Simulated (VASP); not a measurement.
Runs of VASP 6.6.1 on P. The structure is that of space group R-3m (No. 166), or close to it. The cells are those of the table. 

| cell | gap on the mesh (eV) | pressure (GPa) | largest force (eV/Å) |
| --- | --- | --- | --- |
| a = 3.781 Å, angles 53.4°, 2 atoms | none | (a) | 0.18 |
| a = 4.001 Å, angles 47.9°, 2 atoms | none | 1.5 | 0.51 |
| a = 3.447 Å, angles 65.3°, 2 atoms | none | (c) | 0.59 |
| a = 3.655 Å, angles 57.2°, 2 atoms | none | (d) | 0.40 |
| a = 4.151 Å, angles 44.8°, 2 atoms | none | 2.3 | 1.18 |
| a = 3.853 Å, angles 51.4°, 2 atoms | none | 0.3 | 0.01 |
| a = 3.509 Å, angles 62.6°, 2 atoms | none | (b) | 0.55 |
| a = 3.600 Å, angles 59.1°, 2 atoms | none | -3.7 | 0.48 |

Alike in all rows: task single point; level PBEsol; potentials or basis VASP PAW PBE potentials, release 64 (P); no spin polarisation; k mesh 18 × 18 × 18; cutoff (eV) 520; smearing gaussian 0.15 eV.

Fill in the values left out.

(a) -0.6; (b) -5.6; (c) -7.0; (d) -2.6.

Caveats: the PAW data sets were made with another functional, which shifts forces and pressure a little.

A gap of «none» marks levels without a gap at the run's occupations.
